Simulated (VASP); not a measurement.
# Ti (I4_1/amd) in VASP: a series of runs

The runs below take Ti through single point, relaxation of cell and atoms, with PBEsol.

All numbers are computed with VASP 6.6.1; they aren't measurements. Logs are shortened: lines on timing, memory, paths and dates and some standing lists are left out, and cuts for length are marked.

## Step 1: The cell of the first run

Symmetry: I4_1/amd, No. 141, tetragonal system. Conventional cell: a = 4.897 Å, b = 4.897 Å, c = 2.776 Å, α = 90.00°, β = 90.00°, γ = 90.00°. Ti (site symmetry -4m2) has 10 Ti at 2.54 to 3.21 Å within 3.4 Å.

## Step 2: Single point, PBEsol

File INCAR:

```
PREC = Accurate ; ENCUT = 520
EDIFF = 1E-6 ; ISMEAR = 0
SIGMA = 0.1 ; LREAL = F
LASPH = T ; NELM = 60
ALGO = Fast ; ISIF = 2
LWAVE = F ; LCHARG = F
GGA = PS ; NBANDS = 19
```

File KPOINTS:

```
Automatic mesh
0
Gamma
  8 8 8
```

File POSCAR:

```
Ti
1.0
   -2.4484329903      2.4484329903      1.3879414630
    2.4484329903     -2.4484329903      1.3879414630
    2.4484329903      2.4484329903     -1.3879414630
Ti
2
Direct
    0.0000000000      0.0000000000      0.0000000000
    0.7500000000      0.2500000000      0.5000000000
```

Potentials or basis: VASP PAW PBE potentials, release 64 (Ti_sv).

Command:

```bash
> cat potpaw_PBE.64/Ti_sv/POTCAR > POTCAR
> mpirun -np 1 vasp_std > vasp.out
```

OUTCAR:

```text
PREC = Accurate
   ENCUT = 520
   EDIFF = 1E-6
   ISMEAR = 0
   LREAL = F
   LASPH = T
   NELM = 60
   ISIF = 2
   GGA = PS

 ion  position               nearest neighbor table
   1  0.000  0.000  0.000-   2 2.54   2 2.54   2 2.54   2 2.54
   2  0.750  0.250  0.500-   1 2.54   1 2.54   1 2.54   1 2.54

  LATTYP: Found a body centered tetragonal cell.
 ALAT       =     4.8968659806
 C/A-ratio  =     0.5668692868

  Lattice vectors:

 A1 = (  -2.4484329903,   2.4484329903,   1.3879414630)
 A2 = (   2.4484329903,  -2.4484329903,   1.3879414630)
 A3 = (   2.4484329903,   2.4484329903,  -1.3879414630)

Analysis of symmetry for initial positions (statically):
=====================================================================
 Subroutine PRICEL returns:
 Original cell was already a primitive cell.

 Routine SETGRP: Setting up the symmetry group for a
 body centered tetragonal supercell.

 Subroutine GETGRP returns: Found 16 space group operations
 (whereof  8 operations were pure point group operations)
 out of a pool of 16 trial point group operations.

The static configuration has the point symmetry D_2d.
 The point group associated with its full space group is D_4h.

Analysis of symmetry for dynamics (positions and initial velocities):
=====================================================================
 Subroutine PRICEL returns:
 Original cell was already a primitive cell.

 Routine SETGRP: Setting up the symmetry group for a
 body centered tetragonal supercell.

 Subroutine GETGRP returns: Found 16 space group operations
 (whereof  8 operations were pure point group operations)
 out of a pool of 16 trial point group operations.

The dynamic configuration has the point symmetry D_2d.
 The point group associated with its full space group is D_4h.

 Subroutine INISYM returns: Found 16 space group operations
 (whereof  8 operations are pure point group operations),
 and found     1 'primitive' translations

----------------------------------------------------------------------------------------

                                     Primitive cell

  volume of cell :      33.2819

  direct lattice vectors                    reciprocal lattice vectors
    -2.448432990  2.448432990  1.387941463     0.000000000  0.204212246  0.360245740
     2.448432990 -2.448432990  1.387941463     0.204212246  0.000000000  0.360245740
     2.448432990  2.448432990 -1.387941463     0.204212246  0.204212246  0.000000000

  length of vectors
     3.730419510  3.730419510  3.730419510     0.414100996  0.414100996  0.288799728

  position of ions in fractional coordinates (direct lattice)
     0.000000000  0.000000000  0.000000000
     0.750000000  0.250000000  0.500000000

  ion indices of the primitive-cell ions
   primitive index   ion index
                 1           1
                 2           2

----------------------------------------------------------------------------------------

 KPOINTS: Automatic mesh

Automatic generation of k-mesh.
 Grid dimensions read from file:
 generate k-points for:    8    8    8

 Generating k-lattice:

  Cartesian coordinates                     Fractional coordinates (reciprocal lattice)
     0.000000000  0.025526531  0.045030718     0.125000000  0.000000000  0.000000000
     0.025526531  0.000000000  0.045030718     0.000000000  0.125000000  0.000000000
     0.025526531  0.025526531  0.000000000     0.000000000  0.000000000  0.125000000

  Length of vectors
     0.051762624  0.051762624  0.036099966

  Shift w.r.t. Gamma in fractional coordinates (k-lattice)
     0.000000000  0.000000000  0.000000000

 Subroutine IBZKPT returns following result:
 ===========================================

 Found     59 irreducible k-points:

 Following reciprocal coordinates:
            Coordinates               Weight
  0.000000  0.000000  0.000000      1.000000
  0.125000  0.000000 -0.000000      8.000000
  0.250000  0.000000 -0.000000      8.000000
  0.375000  0.000000 -0.000000      8.000000
  0.500000  0.000000 -0.000000      4.000000
  0.125000  0.125000 -0.000000      8.000000
[... 16 lines left out ...]
  0.250000  0.125000  0.125000     16.000000
  0.375000  0.125000  0.125000      8.000000
 [... further k-points ...]
   k-points           NKPTS =     59   k-points in BZ     NKDIM =     59   number of bands    NBANDS=     19
   number of dos      NEDOS =    301   number of ions     NIONS =      2
   total plane-waves  NPLWV =  21952
   dimension x,y,z NGX =    28 NGY =   28 NGZ =   28
   dimension x,y,z NGXF=    56 NGYF=   56 NGZF=   56
   ions per type =               2
   NGX,Y,Z   is equivalent  to a cutoff of  12.48, 12.48, 12.48 a.u.
   NGXF,Y,Z  is equivalent  to a cutoff of  24.96, 24.96, 24.96 a.u.
 SYSTEM =  unknown system
   PREC   = accura    normal or accurate (medium, high low for compatibility)
   ISTART =      0    job   : 0-new  1-cont  2-samecut
   ICHARG =      2    charge: 1-file 2-atom 10-const
   ISPIN  =      1    spin polarized calculation?
   LNONCOLLINEAR =      F non collinear calculations
   LSORBIT =      F    spin-orbit coupling
   LASPH  =      T    aspherical Exc in radial PAW
   ENCUT  =  520.0 eV  38.22 Ry    6.18 a.u.   6.94  6.94  6.94*2*pi/ulx,y,z
   NELM   =     60;   NELMIN=  2; NELMDL= -5     # of ELM steps
   EDIFF  = 0.1E-05   stopping-criterion for ELM
   LREAL  =      F    real-space projection
[... 7 lines left out ...]
   TEBEG  =    0.0;   TEEND  =   0.0 temperature during run
   PSTRESS=    0.0 pullay stress
   NELECT =      24.0000    total number of electrons
   NUPDOWN=      -1.0000    fix difference up-down
   EMIN   =  10.00;   EMAX   =-10.00  energy-range for DOS
   EFERMI =   0.00;   METHOD = LEGACY
   ISMEAR =     0;   SIGMA  =   0.10  broadening in eV -4-tet -1-fermi 0-gaus
   EFERMI_NEDOS =   21; number of points for ismear=-14 and -15
   IALGO  =     68    algorithm
   IMIX   =      4    mixing-type and parameters
     AMIX     =   0.40;   BMIX     =  1.00
     AMIX_MAG =   1.60;   BMIX_MAG =  1.00
  volume/ion in A,a.u.               =      16.64       112.30
  Fermi-wavevector in a.u.,A,eV,Ry     =   1.468056  2.774224 29.323131  2.155189
  Thomas-Fermi vector in A             =   2.583600
   LORBIT       =      0    0 simple, 1 ext, 2 COOP (PROOUT), +10 PAW based schemes
   GGA     = PS    functional components
   LHFCALC =     F    Hartree Fock is set to
   AEXX    =    0.0000 exact exchange contribution
   IVDW    =     0    specifies the selected vdW correction
   LEPSILON=     F    determine dielectric tensor
   LRPA    =     F    only Hartree local field effects (RPA)
 non-spin polarized calculation
 RMM-DIIS sequential band-by-band and
 Gauss-broadening in eV      SIGMA  =   0.10
  energy-cutoff  :      520.00
  volume of cell :       33.28
 maximum number of plane-waves:       912
   NGX = 13   NGY = 13   NGZ = 13

 number of electron      23.9999993 magnetization

 Free energy of the ion-electron system (eV)
  ---------------------------------------------------
  ext. energy  EPLUGINS =         0.00000000
  ---------------------------------------------------
  free energy    TOTEN  =       -15.84780640 eV

  energy without entropy =      -15.83418851  energy(sigma->0) =      -15.84099746

 E-fermi :   8.3187     XC(G=0): -11.7926

 val. band max:        8.3132110616   @ k =   0.3750   0.0000  -0.0000
 cond. band min:       8.3323186505   @ k =   0.3750   0.1250  -0.0000
 fundamental gap:      0.0191075889
 Fermi energy:         8.3187393657

 k-point     1 :       0.0000    0.0000    0.0000
  band No.  band energies     occupation
      1     -47.9342      2.00000
      2     -47.5539      2.00000
      3     -24.6103      2.00000
      4     -24.6103      2.00000
      5     -23.7991      2.00000
      6     -23.7831      2.00000
[... 11 lines left out ...]
     18      12.7454      0.00000
     19      15.2341      0.00000

 k-point     2 :       0.1250    0.0000   -0.0000
  band No.  band energies     occupation
      1     -47.9113      2.00000
      2     -47.5559      2.00000
      3     -24.6048      2.00000
      4     -24.5639      2.00000
      5     -23.8911      2.00000
      6     -23.8691      2.00000
[... 11 lines left out ...]
     18      12.6255      0.00000
     19      13.1588      0.00000

 k-point     3 :       0.2500    0.0000   -0.0000
  band No.  band energies     occupation
      1     -47.8530      2.00000
      2     -47.5636      2.00000
      3     -24.5912      2.00000
      4     -24.4655      2.00000
      5     -24.1171      2.00000
      6     -24.0357      2.00000
[... 11 lines left out ...]
     18      12.2741      0.00000
     19      12.9950      0.00000

 k-point     4 :       0.3750    0.0000   -0.0000
  band No.  band energies     occupation
      1     -47.7869      2.00000
      2     -47.5785      2.00000
      3     -24.5771      2.00000
      4     -24.4613      2.00000
      5     -24.3172      2.00000
      6     -24.0951      2.00000
[... 11 lines left out ...]
     18      11.9740      0.00000
     19      12.7587      0.00000

 k-point     5 :       0.5000    0.0000   -0.0000
  band No.  band energies     occupation
      1     -47.7548      2.00000
      2     -47.5893      2.00000
      3     -24.5711      2.00000
      4     -24.5166      2.00000
      5     -24.3868      2.00000
      6     -24.0376      2.00000
[... 11 lines left out ...]
     18      12.1591      0.00000
     19      13.4019      0.00000
[... 334 lines left out ...]
      2     -47.7435      2.00000
      3     -24.2264      2.00000
      4     -24.2264      2.00000
      5     -24.1958      2.00000
      6     -24.1958      2.00000
[... 11 lines left out ...]
     18      11.7425      0.00000
     19      12.1111      0.00000

 k-point    22 :       0.1250    0.1250    0.1250
  band No.  band energies     occupation
      1     -47.8280      2.00000
      2     -47.5886      2.00000
      3     -24.5006      2.00000
      4     -24.4658      2.00000
      5     -24.1162      2.00000
      6     -24.0496      2.00000
[... 11 lines left out ...]
     18      11.9588      0.00000
     19      12.9775      0.00000

 k-point    23 :       0.2500    0.1250    0.1250
  band No.  band energies     occupation
      1     -47.7636      2.00000
      2     -47.6024      2.00000
      3     -24.5490      2.00000
      4     -24.4126      2.00000
      5     -24.2964      2.00000
      6     -24.0977      2.00000
[... 11 lines left out ...]
     18      12.2165      0.00000
     19      12.9100      0.00000

 k-point    24 :       0.3750    0.1250    0.1250
  band No.  band energies     occupation
      1     -47.7309      2.00000
      2     -47.6139      2.00000
      3     -24.5941      2.00000
      4     -24.4301      2.00000
      5     -24.3515      2.00000
      6     -24.0112      2.00000
[... 11 lines left out ...]
     18      12.7779      0.00000
     19      13.1968      0.00000

 [... further k-points ...]

------------------------ aborting loop because EDIFF is reached ----------------------------------------

  FORCE on cell =-STRESS in cart. coord.  units (eV):
  Direction    XX          YY          ZZ          XY          YZ          ZX
  --------------------------------------------------------------------------------------
  -------------------------------------------------------------------------------------
  Total       -0.0224029     -0.0224029     -0.0559027      0.0000000      0.0000000      0.0000000
  in kB       -1.0784658     -1.0784658     -2.6911365      0.0000000      0.0000000      0.0000000
  external PRESSURE =      -1.6160227 kB  Pullay stress =       0.0000000 kB

 VOLUME and BASIS-vectors are now :
 -----------------------------------------------------------------------------
  energy-cutoff  :      520.00
  volume of cell :       33.28
      direct lattice vectors                 reciprocal lattice vectors
    -2.448432990  2.448432990  1.387941463     0.000000000  0.204212246  0.360245740
     2.448432990 -2.448432990  1.387941463     0.204212246  0.000000000  0.360245740
     2.448432990  2.448432990 -1.387941463     0.204212246  0.204212246  0.000000000

 POSITION                                       TOTAL-FORCE (eV/Angst)
 -----------------------------------------------------------------------------------
      0.00000      0.00000      0.00000        -0.000000      0.000000     -0.000000
      0.00000      2.44843      0.69397         0.000000     -0.000000      0.000000
 -----------------------------------------------------------------------------------
    total drift:                               -0.000000      0.000000      0.000000

  FREE ENERGIE OF THE ION-ELECTRON SYSTEM (eV)
  ---------------------------------------------------
  free  energy   TOTEN  =       -15.8478064047 eV

  energy  without entropy=      -15.8341885115  energy(sigma->0) =      -15.84099746
```

Run time: 49 s. Hardware: 1 thread of AMD EPYC 9R45 (Zen 5), shared host; peak memory 0.14 GiB.

What came out:

| Item | Value |
| --- | --- |
| Free energy | -15.8478 eV |
| Pressure | -0.2 GPa |
| Band gap on the k mesh | zero (bands 12 and 13 overlap by 0.59 eV) |

Stress tensor (GPa, compression positive):
```
-0.11  0.00  0.00
 0.00 -0.11  0.00
 0.00  0.00 -0.27
```

Levels at points of the mesh, in eV from the Fermi level:
```tsv
k point	band 8	band 9	band 10	band 11	band 12	band 13	band 14	band 15	band 16	band 17
(0.00, 0.00, 0.00)	-31.99	-5.84	-2.76	-0.89	-0.41	0.33	2.57	2.57	2.62	2.62
(0.50, 0.00, 0.00)	-31.95	-2.27	-2.03	-0.95	-0.14	1.03	1.37	1.59	2.85	3.75
(0.50, 0.50, 0.00)	-32.04	-2.90	-2.90	-0.39	-0.39	0.63	0.63	2.14	2.14	3.42
(0.50, 0.50, 0.50)	-31.88	-1.98	-1.98	0.24	0.24	0.49	0.49	2.37	2.37	2.94
```

Caveat: the PAW data sets were made with another functional, which shifts forces and pressure a little.

[end of part 1 of 2]
